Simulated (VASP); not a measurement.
# HgTe (I-4m2) in VASP: settings compared, part 2 of 2

VASP 6.6.1.

## Step 3: Single point, PBEsol

This run uses another cell than the first one, of 26.60 Å³/atom.

File INCAR:

```
PREC = Accurate
ENCUT = 520
EDIFF = 1E-6
ISMEAR = -1
SIGMA = 0.05
LREAL = F
LASPH = T
NELM = 100
ALGO = Normal
ISIF = 2
LWAVE = F
LCHARG = F
GGA = PS
NBANDS = 16
```

File KPOINTS:

```
regular mesh
0
Gamma
  10 10 10
```

File POSCAR:

```
HgTe
1.0
   -2.8852067672      2.8852067672      1.5979407419
    2.8852067672     -2.8852067672      1.5979407419
    2.8852067672      2.8852067672     -1.5979407419
Hg Te
1 1
Direct
    0.7500000000      0.2500000000      0.5000000000
    0.0000000000      0.0000000000      0.0000000000
```

Potentials or basis: VASP PAW PBE potentials, release 64 (Hg, Te).

On the command line:

```console
cat potpaw_PBE.64/Hg/POTCAR potpaw_PBE.64/Te/POTCAR > POTCAR
mpirun -np 1 vasp_std > vasp.out
```

OUTCAR:

```text
PREC = Accurate
   ENCUT = 520
   EDIFF = 1E-6
   ISMEAR = -1
   LREAL = F
   LASPH = T
   NELM = 100
   ISIF = 2
   GGA = PS

 ion  position               nearest neighbor table
   1  0.750  0.250  0.500-   2 2.99   2 2.99   2 2.99   2 2.99   2 3.75   2 3.75   2 3.75   2 3.75

   2  0.000  0.000  0.000-   1 2.99   1 2.99   1 2.99   1 2.99   1 3.75   1 3.75   1 3.75   1 3.75

  LATTYP: Found a body centered tetragonal cell.
 ALAT       =     5.7704135344
[... 645 lines left out ...]
 [... further k-points ...]

------------------------ aborting loop because EDIFF is reached ----------------------------------------

  FORCE on cell =-STRESS in cart. coord.  units (eV):
  Direction    XX          YY          ZZ          XY          YZ          ZX
  --------------------------------------------------------------------------------------
  -------------------------------------------------------------------------------------
  Total        0.0533322      0.0533322      0.0447830      0.0000000      0.0000000      0.0000000
  in kB        1.6059267      1.6059267      1.3484943      0.0000000      0.0000000      0.0000000
  external PRESSURE =       1.5201159 kB  Pullay stress =       0.0000000 kB

 VOLUME and BASIS-vectors are now :
 -----------------------------------------------------------------------------
  energy-cutoff  :      520.00
  volume of cell :       53.21
      direct lattice vectors                 reciprocal lattice vectors
    -2.885206767  2.885206767  1.597940742     0.000000000  0.173297805  0.312902717
     2.885206767 -2.885206767  1.597940742     0.173297805  0.000000000  0.312902717
     2.885206767  2.885206767 -1.597940742     0.173297805  0.173297805  0.000000000

 POSITION                                       TOTAL-FORCE (eV/Angst)
 -----------------------------------------------------------------------------------
     -0.00000      2.88521      0.79897        -0.000000      0.000000      0.000000
      0.00000      0.00000      0.00000         0.000000     -0.000000     -0.000000
 -----------------------------------------------------------------------------------
    total drift:                               -0.000000      0.000000     -0.000000

  FREE ENERGIE OF THE ION-ELECTRON SYSTEM (eV)
  ---------------------------------------------------
  free  energy   TOTEN  =        -4.1507469231 eV

  energy  without entropy=       -4.1458407592  energy(sigma->0) =       -4.14829384
```

OSZICAR:

```text
N       E                     dE             d eps       ncg     rms          rms(c)
DAV:   1     0.991420028357E+02    0.99142E+02   -0.80135E+03  3280   0.983E+02
DAV:   2    -0.151825564908E+01   -0.10066E+03   -0.93723E+02  3872   0.231E+02
DAV:   3    -0.431848930538E+01   -0.28002E+01   -0.27936E+01  4056   0.388E+01
DAV:   4    -0.433021600225E+01   -0.11727E-01   -0.11726E-01  4104   0.273E+00
DAV:   5    -0.433034985085E+01   -0.13385E-03   -0.13385E-03  4192   0.295E-01    0.862E+00
DAV:   6    -0.415981561088E+01    0.17053E+00   -0.33553E-01  3824   0.781E+00    0.614E+00
DAV:   7    -0.415214532037E+01    0.76703E-02   -0.57922E-02  4048   0.180E+00    0.186E+00
DAV:   8    -0.415083036235E+01    0.13150E-02   -0.81589E-03  3648   0.109E+00    0.239E-01
DAV:   9    -0.415073860067E+01    0.91762E-04   -0.51804E-04  4216   0.242E-01    0.474E-02
DAV:  10    -0.415074401674E+01   -0.54161E-05   -0.35677E-05  3848   0.519E-02    0.268E-02
DAV:  11    -0.415074713882E+01   -0.31221E-05   -0.50544E-06  4184   0.181E-02    0.102E-02
DAV:  12    -0.415074692312E+01    0.21570E-06   -0.58856E-07  2448   0.778E-03
   1 F= -.41507469E+01 E0= -.41482938E+01  d E =-.490616E-02
```

Wall time 75 s (1 thread of Intel Xeon Platinum 8488C (Sapphire Rapids), shared host); peak memory 0.25 GiB.

What came out:

```
Free energy            : -4.1507 eV
Pressure               : 0.2 GPa
Band gap on the k mesh : zero (bands 9 and 10 overlap by 4.22 eV)
```

Caveat: the PAW data sets were made with another functional, which shifts forces and pressure a little; spin-orbit coupling is left out, which moves the levels of the heavy elements.

## Step 4: Single point, PBE

This run uses another cell than the first one, of 28.60 Å³/atom.

File INCAR:

```
SYSTEM = HgTe
PREC = Accurate
ENCUT = 520
EDIFF = 1E-7
ISMEAR = -1
SIGMA = 0.05
LREAL = .FALSE.
LASPH = .TRUE.
NELM = 60
ALGO = Normal
ISIF = 2
LWAVE = .FALSE.
LCHARG = .FALSE.
GGA = PE
NBANDS = 16
```

File KPOINTS:

```
regular mesh
0
G
  10 10 10
  0 0 0
```

File POSCAR:

```
HgTe
1.0
   -2.9558036611      2.9558036611      1.6366970877
    2.9558036611     -2.9558036611      1.6366970877
    2.9558036611      2.9558036611     -1.6366970877
Hg Te
1 1
Direct
    0.7500000000      0.2500000000      0.5000000000
    0.0000000000      0.0000000000      0.0000000000
```

On the command line:

```console
cat potpaw_PBE.64/Hg/POTCAR potpaw_PBE.64/Te/POTCAR > POTCAR
mpirun -np 1 vasp_std > vasp.out
```

It took 80 s on 1 thread of Intel Xeon Platinum 8488C (Sapphire Rapids), shared host; peak memory 0.26 GiB.

It converged, with:

```yaml
Free_energy: -3.2956 eV
Pressure: 0.1 GPa
Band_gap_on_the_k_mesh: zero (bands 9 and 10 overlap by 3.86 eV)
```

Levels at points of the mesh, in eV from the Fermi level:
| k point | band 6 | band 7 | band 8 | band 9 | band 10 | band 11 | band 12 | band 13 |
| --- | --- | --- | --- | --- | --- | --- | --- | --- |
| (0.00, 0.00, 0.00) | -6.50 | -3.09 | -2.29 | -2.29 | 2.50 | 4.80 | 7.45 | 7.45 |
| (0.50, 0.00, 0.00) | -6.44 | -4.54 | -2.21 | -1.46 | -0.39 | 3.38 | 3.63 | 5.88 |
| (0.50, 0.50, 0.00) | -6.42 | -6.20 | -0.65 | 1.96 | 2.04 | 2.27 | 3.58 | 7.95 |
| (0.50, 0.50, 0.50) | -6.19 | -4.40 | -4.40 | -4.35 | 2.09 | 6.04 | 8.75 | 8.75 |

Caveat: spin-orbit coupling is left out, which moves the levels of the heavy elements.

## Step 5: Single point, revPBE

This run uses another cell than the first one, of 29.60 Å³/atom.

File INCAR:

```
SYSTEM = HgTe
PREC = Accurate ; ENCUT = 520
EDIFF = 1E-6 ; ISMEAR = -1
SIGMA = 0.05 ; LREAL = .FALSE.
LASPH = .TRUE. ; NELM = 60
ALGO = Normal ; ISIF = 2
LWAVE = .FALSE. ; LCHARG = .TRUE.
GGA = RE ; LELF = .TRUE.
LVHAR = .TRUE. ; NBANDS = 16
```

File KPOINTS:

```
Automatic mesh
0
G
  10 10 10
  0 0 0
```

File POSCAR:

```
HgTe
1.0
   -2.9902504614      2.9902504614      1.6554274074
    2.9902504614     -2.9902504614      1.6554274074
    2.9902504614      2.9902504614     -1.6554274074
Hg Te
1 1
Direct
    0.7500000000      0.2500000000      0.5000000000
    0.0000000000      0.0000000000      0.0000000000
```

On the command line:

```console
cat potpaw_PBE.64/Hg/POTCAR potpaw_PBE.64/Te/POTCAR > POTCAR
mpirun -np 1 vasp_std > vasp.out
```

Run time: 86 s. Hardware: 1 thread of Intel Xeon Platinum 8488C (Sapphire Rapids), shared host; peak memory 0.26 GiB.

Results (log left out):

* Free energy: -2.5981 eV
* Pressure: 0.0 GPa
* Band gap on the k mesh: zero (bands 9 and 10 overlap by 3.69 eV)

Levels at points of the mesh, in eV from the Fermi level:
| k point | band 6 | band 7 | band 8 | band 9 | band 10 | band 11 | band 12 | band 13 |
| --- | --- | --- | --- | --- | --- | --- | --- | --- |
| (0.00, 0.00, 0.00) | -6.45 | -3.07 | -2.19 | -2.19 | 2.37 | 4.85 | 7.35 | 7.35 |
| (0.50, 0.00, 0.00) | -6.37 | -4.41 | -2.17 | -1.40 | -0.31 | 3.33 | 3.71 | 5.83 |
| (0.50, 0.50, 0.00) | -6.37 | -6.08 | -0.68 | 1.88 | 1.91 | 2.34 | 3.63 | 7.86 |
| (0.50, 0.50, 0.50) | -6.17 | -4.21 | -4.19 | -4.19 | 1.99 | 6.04 | 8.54 | 8.54 |

Caveat: the PAW data sets were made with another functional, which shifts forces and pressure a little; spin-orbit coupling is left out, which moves the levels of the heavy elements.

## Step 6: Single point, RPBE

This run uses another cell than the first one, of 30.01 Å³/atom.

File INCAR:

```
SYSTEM = HgTe
  PREC = Accurate
  ENCUT = 520
  EDIFF = 1E-7
  ISMEAR = -1
  SIGMA = 0.05
  LREAL = .FALSE.
  LASPH = .TRUE.
  NELM = 80
  ALGO = Normal
  ISIF = 2
  LWAVE = .FALSE.
  LCHARG = .FALSE.
  GGA = RP
  NBANDS = 16
```

File KPOINTS:

```
regular mesh
0
G
  10 10 10
  0 0 0
```

File POSCAR:

```
HgTe
1.0
   -3.0039591123      3.0039591123      1.6630450391
    3.0039591123     -3.0039591123      1.6630450391
    3.0039591123      3.0039591123     -1.6630450391
Hg Te
1 1
Direct
    0.7500000000      0.2500000000      0.5000000000
    0.0000000000      0.0000000000      0.0000000000
```

Potentials or basis: VASP PAW PBE potentials, release 64 (Hg, Te).

On the command line:

```console
cat potpaw_PBE.64/Hg/POTCAR potpaw_PBE.64/Te/POTCAR > POTCAR
mpirun -np 1 vasp_std > vasp.out
```

Run time: 97 s. Hardware: 1 thread of Intel Xeon Platinum 8488C (Sapphire Rapids), shared host; peak memory 0.26 GiB.

It converged, with:

* Free energy: -2.5023 eV
* Pressure: 0.0 GPa
* Band gap on the k mesh: zero (bands 9 and 10 overlap by 3.62 eV)

Levels at points of the mesh, in eV from the Fermi level:
```csv
k point,band 7,band 8,band 9,band 10,band 11,band 12
"(0.00, 0.00, 0.00)",-3.06,-2.15,-2.15,2.32,4.88,7.31
"(0.50, 0.00, 0.00)",-4.35,-2.15,-1.38,-0.28,3.31,3.74
"(0.50, 0.50, 0.00)",-6.02,-0.68,1.85,1.86,2.38,3.65
"(0.50, 0.50, 0.50)",-4.15,-4.10,-4.10,1.95,6.04,8.46
```

Caveat: the PAW data sets were made with another functional, which shifts forces and pressure a little; spin-orbit coupling is left out, which moves the levels of the heavy elements.

## Step 7: Summary

| level | potentials or basis | cell | gap on the mesh (eV) | pressure (GPa) |
| --- | --- | --- | --- | --- |
| LDA | VASP PAW LDA potentials, release 64 (Hg, Te) | a = 4.337 Å, angles 97.6, 97.6, 137.2°, 2 atoms | none | 0.3 |
| PBEsol | VASP PAW PBE potentials, release 64 (Hg, Te) | a = 4.382 Å, angles 97.6, 97.6, 137.2°, 2 atoms | none | 0.2 |
| PBE | VASP PAW PBE potentials, release 64 (Hg, Te) | a = 4.489 Å, angles 97.6, 97.6, 137.2°, 2 atoms | none | 0.1 |
| revPBE | VASP PAW PBE potentials, release 64 (Hg, Te) | a = 4.541 Å, angles 97.6, 97.6, 137.2°, 2 atoms | none | 0.0 |
| RPBE | VASP PAW PBE potentials, release 64 (Hg, Te) | a = 4.562 Å, angles 97.6, 97.6, 137.2°, 2 atoms | none | 0.0 |

Alike in all rows: task single point; no spin polarisation; k mesh 10 × 10 × 10; cutoff (eV) 520; smearing fermi-dirac 0.05 eV.

Caveats: spin-orbit coupling is left out, which moves the levels of the heavy elements; the PAW data sets were made with another functional, which shifts forces and pressure a little (at least some runs).

Absolute energies hang on the potentials; compare differences alone.
